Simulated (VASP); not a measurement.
# Ni (Fm-3m) in VASP: notebook

The runs below take Ni through single point, with PBE.

Everything below comes from runs of VASP 6.6.1. Logs are shortened: lines on timing, memory, paths and dates and some standing lists are left out, and cuts for length are marked.

**1. The cell of the first run**

The structure is cubic, space group Fm-3m (No. 225). Conventional cell: a = 3.540 Å, b = 3.540 Å, c = 3.540 Å, α = 90.00°, β = 90.00°, γ = 90.00°. Ni (site symmetry m-3m) has 12 Ni at 2.50 Å within 3.3 Å.

**2. Single point, PBE, collinear spin, ferromagnetic start**

Contents of INCAR:

```
SYSTEM = Ni
  PREC = Accurate
  ENCUT = 520
  EDIFF = 1E-7
  ISMEAR = -1
  SIGMA = 0.05
  LREAL = .FALSE.
  LASPH = .TRUE.
  NELM = 150
  ALGO = Normal
  ISIF = 2
  LWAVE = .FALSE.
  LCHARG = .FALSE.
  ISPIN = 2
  MAGMOM = 2 2
  LORBIT = 11
  LMAXMIX = 4
  GGA = PE
  NBANDS = 21
  ISYM = 0
```

Contents of KPOINTS:

```
Automatic mesh
0
G
  8 10 13
  0 0 0
```

Contents of POSCAR:

```
Ni
1.0
   -1.7698700000     -1.7698700000     -3.5397400000
    1.7698700000     -1.7698700000      0.0000000000
   -1.7698700000     -1.7698700000      0.0000000000
Ni
2
Direct
    0.0000000000      0.0000000000      0.0000000000
    0.5000000000      0.5000000000      0.0000000000
```

Potentials or basis: VASP PAW PBE potentials, release 64 (Ni).

Launch:

```sh
$ cat potpaw_PBE.64/Ni/POTCAR > POTCAR
$ mpirun -np 1 vasp_std > vasp.out
```

OUTCAR:

```text
SYSTEM = Ni
   PREC = Accurate
   ENCUT = 520
   EDIFF = 1E-7
   ISMEAR = -1
   LREAL = .FALSE.
   LASPH = .TRUE.
   NELM = 150
   ISIF = 2
   ISPIN = 2
   LORBIT = 11
   GGA = PE
   ISYM = 0

 ion  position               nearest neighbor table
   1  0.000  0.000  0.000-   2 2.50   2 2.50   2 2.50   2 2.50   2 2.50   2 2.50   2 2.50   2 2.50

   2  0.500  0.500  0.000-   1 2.50   1 2.50   1 2.50   1 2.50   1 2.50   1 2.50   1 2.50   1 2.50

IMPORTANT INFORMATION: All symmetrisations will be switched off!
NOSYMM: (Re-)initialisation of all symmetry stuff for point group C_1.

----------------------------------------------------------------------------------------

                                     Primitive cell

  volume of cell :      22.1760

  direct lattice vectors                    reciprocal lattice vectors
    -1.769870000 -1.769870000 -3.539740000     0.000000000  0.000000000 -0.282506625
     1.769870000 -1.769870000  0.000000000     0.282506625 -0.282506625  0.000000000
    -1.769870000 -1.769870000  0.000000000    -0.282506625 -0.282506625  0.282506625

  length of vectors
     4.335278411  2.502974158  2.502974158     0.282506625  0.399524700  0.489315828

  position of ions in fractional coordinates (direct lattice)
     0.000000000  0.000000000  0.000000000
     0.500000000  0.500000000  0.000000000

  ion indices of the primitive-cell ions
   primitive index   ion index
                 1           1
                 2           2

----------------------------------------------------------------------------------------

 KPOINTS: Automatic mesh

Automatic generation of k-mesh.
 Grid dimensions read from file:
 generate k-points for:    8   10   13

 Generating k-lattice:

  Cartesian coordinates                     Fractional coordinates (reciprocal lattice)
     0.000000000  0.000000000 -0.035313328     0.125000000  0.000000000  0.000000000
     0.028250662 -0.028250662  0.000000000     0.000000000  0.100000000  0.000000000
    -0.021731279 -0.021731279  0.021731279     0.000000000  0.000000000  0.076923077

  Length of vectors
     0.035313328  0.039952470  0.037639679

  Shift w.r.t. Gamma in fractional coordinates (k-lattice)
     0.000000000  0.000000000  0.000000000

 -----------------------------------------------------------------------------
|                                                                             |
|           W    W    AA    RRRRR   N    N  II  N    N   GGGG   !!!           |
|           W    W   A  A   R    R  NN   N  II  NN   N  G    G  !!!           |
|           W    W  A    A  R    R  N N  N  II  N N  N  G       !!!           |
|           W WW W  AAAAAA  RRRRR   N  N N  II  N  N N  G  GGG   !            |
|           WW  WW  A    A  R   R   N   NN  II  N   NN  G    G                |
|           W    W  A    A  R    R  N    N  II  N    N   GGGG   !!!           |
|                                                                             |
|     Your reciprocal lattice and k-lattice belong to different lattice       |
|     classes:                                                                |
|                                                                             |
|        The reciprocal lattice is simple tetragonal,                         |
|        whereas your k-lattice is simple monoclinic.                         |
|                                                                             |
|     Results are often still useful ...                                      |
|                                                                             |
 -----------------------------------------------------------------------------

 WARNING: IBZKPT: internal override: KBLOWUP is changed to .FALSE.
      ... skipping the blow-up phase ...

 Subroutine IBZKPT returns following result:
 ===========================================

 Found    522 irreducible k-points:

 Following reciprocal coordinates:
            Coordinates               Weight
  0.000000  0.000000  0.000000      1.000000
  0.125000  0.000000  0.000000      2.000000
  0.250000  0.000000  0.000000      2.000000
  0.375000  0.000000  0.000000      2.000000
  0.500000  0.000000  0.000000      1.000000
  0.000000  0.100000  0.000000      2.000000
[... 16 lines left out ...]
  0.125000  0.300000  0.000000      2.000000
  0.250000  0.300000  0.000000      2.000000
 [... further k-points ...]
   k-points           NKPTS =    522   k-points in BZ     NKDIM =    522   number of bands    NBANDS=     21
   number of dos      NEDOS =    301   number of ions     NIONS =      2
   total plane-waves  NPLWV =  12800
   dimension x,y,z NGX =    32 NGY =   20 NGZ =   20
   dimension x,y,z NGXF=    64 NGYF=   40 NGZF=   40
   ions per type =               2
   NGX,Y,Z   is equivalent  to a cutoff of  12.27, 13.28, 13.28 a.u.
   NGXF,Y,Z  is equivalent  to a cutoff of  24.54, 26.57, 26.57 a.u.
 SYSTEM =  Ni
   PREC   = accura    normal or accurate (medium, high low for compatibility)
   ISTART =      0    job   : 0-new  1-cont  2-samecut
   ICHARG =      2    charge: 1-file 2-atom 10-const
   ISPIN  =      2    spin polarized calculation?
   LNONCOLLINEAR =      F non collinear calculations
   LSORBIT =      F    spin-orbit coupling
   LASPH  =      T    aspherical Exc in radial PAW
   ENCUT  =  520.0 eV  38.22 Ry    6.18 a.u.   8.06  4.65  4.65*2*pi/ulx,y,z
   NELM   =    150;   NELMIN=  2; NELMDL= -5     # of ELM steps
   EDIFF  = 0.1E-06   stopping-criterion for ELM
   LREAL  =      F    real-space projection
   EDIFFG = 0.1E-05   stopping-criterion for IOM
   NSW    =      0    number of steps for IOM
   IBRION =     -1    ionic relax: 0-MD 1-quasi-New 2-CG
   NFREE  =      0    steps in history (QN), initial steepest desc. (CG)
   ISIF   =      2    stress and relaxation
   ISYM   =      0    0-nonsym 1-usesym 2-fastsym
   POTIM  = 0.5000    time-step for ionic-motion
   TEBEG  =    0.0;   TEEND  =   0.0 temperature during run
   PSTRESS=    0.0 pullay stress
   NELECT =      20.0000    total number of electrons
   NUPDOWN=      -1.0000    fix difference up-down
   EMIN   =  10.00;   EMAX   =-10.00  energy-range for DOS
   EFERMI =   0.00;   METHOD = LEGACY
   ISMEAR =    -1;   SIGMA  =   0.05  broadening in eV -4-tet -1-fermi 0-gaus
   EFERMI_NEDOS =   21; number of points for ismear=-14 and -15
   IALGO  =     38    algorithm
   IMIX   =      4    mixing-type and parameters
     AMIX     =   0.40;   BMIX     =  1.00
     AMIX_MAG =   1.60;   BMIX_MAG =  1.00
  volume/ion in A,a.u.               =      11.09        74.83
  Fermi-wavevector in a.u.,A,eV,Ry     =   1.581698  2.988975 34.038612  2.501767
  Thomas-Fermi vector in A             =   2.681734
   LORBIT       =     11    0 simple, 1 ext, 2 COOP (PROOUT), +10 PAW based schemes
   GGA     = PE    functional components
   LHFCALC =     F    Hartree Fock is set to
   AEXX    =    0.0000 exact exchange contribution
   IVDW    =     0    specifies the selected vdW correction
   LEPSILON=     F    determine dielectric tensor
   LRPA    =     F    only Hartree local field effects (RPA)
 spin polarized calculation
  energy-cutoff  :      520.00
  volume of cell :       22.18
 maximum number of plane-waves:       613
   NGX = 17   NGY =  9   NGZ =  9

 number of electron      19.9999987 magnetization       1.3087376

 Free energy of the ion-electron system (eV)
  ---------------------------------------------------
  ext. energy  EPLUGINS =         0.00000000
  ---------------------------------------------------
  free energy    TOTEN  =       -10.95241051 eV

  energy without entropy =      -10.92408738  energy(sigma->0) =      -10.93824894

 E-fermi :   9.1134     XC(G=0): -13.1448

 val. band max:        9.1112503153   @ k =   0.2500   0.0000   0.0000
 cond. band min:       9.1134667270   @ k =   0.3750   0.5000   0.3846
 fundamental gap:      0.0022164117
 Fermi energy:         9.1134134280

 spin component 1

 k-point     1 :       0.0000    0.0000    0.0000
  band No.  band energies     occupation
      1       0.2293      1.00000
      2       4.5633      1.00000
      3       4.9904      1.00000
      4       6.6973      1.00000
      5       6.7054      1.00000
      6       6.7082      1.00000
[... 13 lines left out ...]
     20      36.3816      0.00000
     21      36.3860      0.00000

 k-point     2 :       0.1250    0.0000    0.0000
  band No.  band energies     occupation
      1       0.4301      1.00000
      2       4.5730      1.00000
      3       5.0507      1.00000
      4       6.6271      1.00000
      5       6.7605      1.00000
      6       6.7634      1.00000
[... 520 lines left out ...]
 k-point    24 :       0.2500    0.3000    0.0000
  band No.  band energies     occupation
      1       2.9580      1.00000
      2       5.1263      1.00000
      3       5.9415      1.00000
      4       6.4368      1.00000
      5       6.6944      1.00000
      6       6.9067      1.00000
[... 13 lines left out ...]
     20      34.8469      0.00000
     21      38.3658      0.00000

 [... further k-points ...]

 spin component 2

 k-point     1 :       0.0000    0.0000    0.0000
  band No.  band energies     occupation
      1       0.1980      1.00000
      2       4.9285      1.00000
      3       5.6428      1.00000
      4       7.4844      1.00000
      5       7.4855      1.00000
      6       7.4911      1.00000
[... 13 lines left out ...]
     20      36.3712      0.00000
     21      36.3726      0.00000

 k-point     2 :       0.1250    0.0000    0.0000
  band No.  band energies     occupation
      1       0.3991      1.00000
      2       4.9189      1.00000
      3       5.7074      1.00000
      4       7.4142      1.00000
      5       7.5415      1.00000
      6       7.5428      1.00000
[... 520 lines left out ...]
 k-point    24 :       0.2500    0.3000    0.0000
  band No.  band energies     occupation
      1       2.9881      1.00000
      2       5.6147      1.00000
      3       6.3844      1.00000
      4       7.0588      1.00000
      5       7.3271      1.00000
      6       7.6027      1.00000
[... 13 lines left out ...]
     20      34.9491      0.00000
     21      38.3959      0.00000

 [... further k-points ...]

------------------------ aborting loop because EDIFF is reached ----------------------------------------

  FORCE on cell =-STRESS in cart. coord.  units (eV):
  Direction    XX          YY          ZZ          XY          YZ          ZX
  --------------------------------------------------------------------------------------
  -------------------------------------------------------------------------------------
  Total       -0.4578962     -0.4578967     -0.4434435     -0.0262962      0.0015429      0.0015431
  in kB      -33.0821369    -33.0821730    -32.0379576     -1.8998541      0.1114713      0.1114866
  external PRESSURE =     -32.7340892 kB  Pullay stress =       0.0000000 kB

 VOLUME and BASIS-vectors are now :
 -----------------------------------------------------------------------------
  energy-cutoff  :      520.00
  volume of cell :       22.18
      direct lattice vectors                 reciprocal lattice vectors
    -1.769870000 -1.769870000 -3.539740000     0.000000000  0.000000000 -0.282506625
     1.769870000 -1.769870000  0.000000000     0.282506625 -0.282506625  0.000000000
    -1.769870000 -1.769870000  0.000000000    -0.282506625 -0.282506625  0.282506625

 POSITION                                       TOTAL-FORCE (eV/Angst)
 -----------------------------------------------------------------------------------
      0.00000      0.00000      0.00000        -0.000000      0.000000     -0.000000
      0.00000     -1.76987     -1.76987         0.000000     -0.000000      0.000000
 -----------------------------------------------------------------------------------
    total drift:                               -0.000000      0.000000     -0.000000

  FREE ENERGIE OF THE ION-ELECTRON SYSTEM (eV)
  ---------------------------------------------------
  free  energy   TOTEN  =       -10.9524105139 eV

  energy  without entropy=      -10.9240873751  energy(sigma->0) =      -10.93824894

 total charge

# of ion       s       p       d       tot
------------------------------------------
    1        0.490   0.482   8.304   9.276
    2        0.490   0.482   8.304   9.276
--------------------------------------------------
tot          0.980   0.964  16.608  18.553

 magnetization (x)

# of ion       s       p       d       tot
------------------------------------------
    1       -0.006  -0.024   0.697   0.667
    2       -0.006  -0.024   0.697   0.667
--------------------------------------------------
tot         -0.011  -0.048   1.394   1.335
```

Run time: 4.5 min. Hardware: 1 thread of Intel Xeon Platinum 8488C (Sapphire Rapids), shared host; peak memory 0.41 GiB.

Results:

| Quantity | Value |
| --- | --- |
| Free energy | -10.9524 eV |
| Pressure | -3.3 GPa |
| Net moment | 1.31 μB per cell |
| Site moments | Ni +0.67 μB |
| Valence electrons inside the program's atomic spheres | Ni 9.28 |

Levels at points of the mesh, in eV from the Fermi level:
Spin up:
| k point | band 8 | band 9 | band 10 | band 11 | band 12 | band 13 | band 14 | band 15 |
| --- | --- | --- | --- | --- | --- | --- | --- | --- |
| (0.00, 0.00, 0.00) | -1.26 | -0.57 | -0.51 | -0.50 | 2.43 | 9.04 | 14.64 | 14.64 |
| (0.50, 0.00, 0.00) | -1.60 | -1.59 | -1.59 | -0.92 | -0.92 | 19.01 | 19.01 | 19.01 |
| (0.00, 0.50, 0.00) | -1.68 | -1.40 | -1.40 | 0.90 | 0.90 | 11.35 | 11.35 | 12.72 |
| (0.50, 0.50, 0.00) | -0.64 | -0.63 | -0.63 | -0.26 | -0.26 | 5.51 | 5.51 | 22.06 |
Spin down:
```tsv
k point	band 7	band 8	band 9	band 10	band 11	band 12	band 13	band 14
(0.00, 0.00, 0.00)	-0.65	-0.65	0.06	0.38	0.39	2.39	9.30	14.66
(0.50, 0.00, 0.00)	-0.78	-0.78	-0.78	-0.78	-0.30	-0.30	19.09	19.09
(0.00, 0.50, 0.00)	-1.10	-1.10	-0.56	-0.56	1.51	1.51	11.54	11.54
(0.50, 0.50, 0.00)	-0.32	-0.32	0.15	0.15	0.16	0.16	5.95	5.95
```

Caveat: the cell stands under tension.

**3. Single point, PBE, collinear spin, antiferromagnetic start**

INCAR: that of step 2 with these lines changed.

```diff
@@ -14,3 +14,3 @@
   ISPIN = 2
-  MAGMOM = 2 2
+  MAGMOM = 2 -2
   LORBIT = 11
```

KPOINTS is that of step 2.

POSCAR is that of step 2.

Potentials or basis: VASP PAW PBE potentials, release 64 (Ni).

Launch:

```sh
$ cat potpaw_PBE.64/Ni/POTCAR > POTCAR
$ mpirun -np 1 vasp_std > vasp.out
```

Wall time 8 min (1 thread of Intel Xeon Platinum 8488C (Sapphire Rapids), shared host); peak memory 0.41 GiB.

It converged, with:

```
Free energy                                           : -10.8478 eV
Pressure                                              : -4.4 GPa
Band gap on the k mesh                                : zero (filled and empty bands overlap)
Net moment                                            : 0.00 μB per cell
Site moments                                          : Ni +0.09, -0.09 μB
Valence electrons inside the program's atomic spheres : Ni 9.28
```

Stress tensor (GPa, compression positive):
```
-4.43 -0.01 -0.01
-0.01 -4.43 -0.01
-0.01 -0.01 -4.25
```

Levels at points of the mesh, in eV from the Fermi level:
Spin up:
| k point | band 8 | band 9 | band 10 | band 11 | band 12 | band 13 |
| --- | --- | --- | --- | --- | --- | --- |
| (0.00, 0.00, 0.00) | -0.73 | -0.03 | 0.16 | 0.16 | 2.60 | 9.37 |
| (0.50, 0.00, 0.00) | -1.00 | -0.93 | -0.93 | -0.41 | -0.36 | 19.24 |
| (0.00, 0.50, 0.00) | -1.15 | -0.79 | -0.72 | 1.35 | 1.47 | 11.64 |
| (0.50, 0.50, 0.00) | -0.10 | -0.07 | -0.03 | -0.01 | 0.04 | 5.92 |
Spin down:
```
           k point  band 8  band 9  band 10  band 11  band 12  band 13
(0.00, 0.00, 0.00)   -0.73   -0.03     0.16     0.16     2.60     9.37
(0.50, 0.00, 0.00)   -1.00   -0.93    -0.93    -0.41    -0.36    19.24
(0.00, 0.50, 0.00)   -1.15   -0.79    -0.72     1.35     1.47    11.64
(0.50, 0.50, 0.00)   -0.10   -0.07    -0.03    -0.01     0.04     5.92
```

Caveat: the cell stands under tension.
